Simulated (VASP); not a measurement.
# SnTe3 (Fm-3m) in VASP: notebook, part 2 of 2

VASP 6.6.1.

### Step 4. Single point, LDA

This run uses another cell than the first one, of 30.51 Å³/atom, 1.060 times its volume.

INCAR reads:

```
ALGO     = Normal         # electronic algorithm
EDIFF    = 1E-6           # SCF threshold, eV
ENCUT    = 520            # plane-wave cutoff, eV
ISIF     = 2              # what is computed and relaxed
ISMEAR   = -1             # smearing method
LASPH    = True           # aspherical terms in the spheres
LCHARG   = True           # write CHGCAR
LELF     = True           # ELF
LREAL    = False          # projectors in reciprocal space
LVHAR    = True         
LWAVE    = False          # write WAVECAR
NBANDS   = 24             # bands
NELM     = 80             # most SCF steps
PREC     = Accurate       # precision mode
SIGMA    = 0.05           # smearing width, eV
```

KPOINTS reads:

```
k-points
0
Gamma
  6 6 6
```

POSCAR reads:

```
SnTe3
1.0
    0.0000000000      3.9369484026      3.9369484026
    3.9369484026      0.0000000000      3.9369484026
    3.9369484026      3.9369484026      0.0000000000
Te Sn
3 1
Direct
    0.5000000000      0.5000000000      0.5000000000
    0.7500000000      0.7500000000      0.7500000000
    0.2500000000      0.2500000000      0.2500000000
    0.0000000000      0.0000000000      0.0000000000
```

Potentials or basis: VASP PAW LDA potentials, release 64 (Te, Sn_d).

Started as:

```console
> cat potpaw_LDA.64/Te/POTCAR potpaw_LDA.64/Sn_d/POTCAR > POTCAR
> mpirun -np 1 vasp_std > vasp.out
```

OUTCAR:

```text
EDIFF = 1E-6
   ENCUT = 520
   ISIF = 2
   ISMEAR = -1
   LASPH = True
   LREAL = False
   NELM = 80
   PREC = Accurate

 ion  position               nearest neighbor table
   1  0.500  0.500  0.500-   3 3.41   3 3.41   3 3.41   2 3.41   2 3.41   2 3.41   3 3.41   2 3.41

   2  0.750  0.750  0.750-   1 3.41   1 3.41   1 3.41   4 3.41   4 3.41   4 3.41   4 3.41   1 3.41

   3  0.250  0.250  0.250-   4 3.41   4 3.41   4 3.41   1 3.41   1 3.41   1 3.41   4 3.41   1 3.41

   4  0.000  0.000  0.000-   2 3.41   2 3.41   2 3.41   3 3.41   3 3.41   3 3.41   3 3.41   2 3.41

  LATTYP: Found a face centered cubic cell.
 ALAT       =     7.8738968052

  Lattice vectors:

 A1 = (   0.0000000000,   3.9369484026,   3.9369484026)
 A2 = (   3.9369484026,   0.0000000000,   3.9369484026)
 A3 = (   3.9369484026,   3.9369484026,   0.0000000000)

Analysis of symmetry for initial positions (statically):
=====================================================================
 Subroutine PRICEL returns:
 Original cell was already a primitive cell.

 Routine SETGRP: Setting up the symmetry group for a
 face centered cubic supercell.

 Subroutine GETGRP returns: Found 48 space group operations
 (whereof 48 operations were pure point group operations)
 out of a pool of 48 trial point group operations.

The static configuration has the point symmetry O_h .

Analysis of symmetry for dynamics (positions and initial velocities):
=====================================================================
 Subroutine PRICEL returns:
 Original cell was already a primitive cell.

 Routine SETGRP: Setting up the symmetry group for a
 face centered cubic supercell.

 Subroutine GETGRP returns: Found 48 space group operations
 (whereof 48 operations were pure point group operations)
 out of a pool of 48 trial point group operations.

The dynamic configuration has the point symmetry O_h .

 Subroutine INISYM returns: Found 48 space group operations
 (whereof 48 operations are pure point group operations),
 and found     1 'primitive' translations

[... 110 lines left out ...]
  volume/ion in A,a.u.               =      30.51       205.89
  Fermi-wavevector in a.u.,A,eV,Ry     =   1.047824  1.980101 14.938321  1.097936
  Thomas-Fermi vector in A             =   2.182720
   LORBIT       =      0    0 simple, 1 ext, 2 COOP (PROOUT), +10 PAW based schemes
   GGA     = CA    functional components
   LHFCALC =     F    Hartree Fock is set to
   AEXX    =    0.0000 exact exchange contribution
   IVDW    =     0    specifies the selected vdW correction
   LEPSILON=     F    determine dielectric tensor
   LRPA    =     F    only Hartree local field effects (RPA)
 non-spin polarized calculation
  energy-cutoff  :      520.00
  volume of cell :      122.04
 maximum number of plane-waves:      3306
 NGX is ok and might be reduce to    42
   NGX = 21   NGY = 21   NGZ = 21

 number of electron      32.0000007 magnetization

 Free energy of the ion-electron system (eV)
  ---------------------------------------------------
  ext. energy  EPLUGINS =         0.00000000
  ---------------------------------------------------
  free energy    TOTEN  =       -15.15297652 eV

  energy without entropy =      -15.12443910  energy(sigma->0) =      -15.13870781

 E-fermi :   6.7578     XC(G=0):  -9.9602

 val. band max:        6.7172611462   @ k =   0.3333   0.0000   0.0000
 cond. band min:       6.8060585491   @ k =   0.5000   0.5000   0.0000
 fundamental gap:      0.0887974029
 Fermi energy:         6.7577607412

 k-point     1 :       0.0000    0.0000    0.0000
  band No.  band energies     occupation
      1     -14.7329      2.00000
      2     -14.7329      2.00000
      3     -14.7329      2.00000
      4     -14.7298      2.00000
      5     -14.7298      2.00000
      6      -6.2696      2.00000
[... 421 lines left out ...]
     23      13.1016      0.00000
     24      13.3698      0.00000

------------------------ aborting loop because EDIFF is reached ----------------------------------------

  FORCE on cell =-STRESS in cart. coord.  units (eV):
  Direction    XX          YY          ZZ          XY          YZ          ZX
  --------------------------------------------------------------------------------------
  -------------------------------------------------------------------------------------
  Total       -4.5487251     -4.5487251     -4.5487251      0.0000000     -0.0000000      0.0000000
  in kB      -59.7160554    -59.7160554    -59.7160554      0.0000000     -0.0000000      0.0000000
  external PRESSURE =     -59.7160554 kB  Pullay stress =       0.0000000 kB

 VOLUME and BASIS-vectors are now :
 -----------------------------------------------------------------------------
  energy-cutoff  :      520.00
  volume of cell :      122.04
      direct lattice vectors                 reciprocal lattice vectors
     0.000000000  3.936948403  3.936948403    -0.127001918  0.127001918  0.127001918
     3.936948403  0.000000000  3.936948403     0.127001918 -0.127001918  0.127001918
     3.936948403  3.936948403  0.000000000     0.127001918  0.127001918 -0.127001918

 POSITION                                       TOTAL-FORCE (eV/Angst)
 -----------------------------------------------------------------------------------
      3.93695      3.93695      3.93695        -0.000000      0.000000      0.000000
      5.90542      5.90542      5.90542        -0.000000      0.000000      0.000000
      1.96847      1.96847      1.96847         0.000000     -0.000000     -0.000000
      0.00000      0.00000      0.00000        -0.000000      0.000000      0.000000
 -----------------------------------------------------------------------------------
    total drift:                               -0.000000      0.000000      0.000000

  FREE ENERGIE OF THE ION-ELECTRON SYSTEM (eV)
  ---------------------------------------------------
  free  energy   TOTEN  =       -15.1529765217 eV

  energy  without entropy=      -15.1244390995  energy(sigma->0) =      -15.13870781
```

Wall time 69 s (1 thread of AMD EPYC 7R13 (Zen 3), shared host); peak memory 0.19 GiB.

What came out:

- Free energy: -15.1530 eV
- Pressure: -6.0 GPa
- Band gap on the k mesh: zero (band 16 reaches 7.16 eV, above the bottom of band 17 at 5.12 eV)

Caveat: spin-orbit coupling is left out, which moves the levels of the heavy elements.

### Step 5. Overview

| cell | gap on the mesh (eV) | pressure (GPa) |
| --- | --- | --- |
| a = 5.461 Å, angles 60.0°, 4 atoms | none | -3.8 |
| a = 5.532 Å, angles 60.0°, 4 atoms | none | -5.3 |
| a = 5.568 Å, angles 60.0°, 4 atoms | none | -6.0 |

Alike in all rows: task single point; level LDA; potentials or basis VASP PAW LDA potentials, release 64 (Te, Sn_d); no spin polarisation; k mesh 6 × 6 × 6; cutoff (eV) 520; smearing fermi-dirac 0.05 eV.

Caveats: spin-orbit coupling is left out, which moves the levels of the heavy elements.

Absolute energies hang on the potentials; compare differences alone.
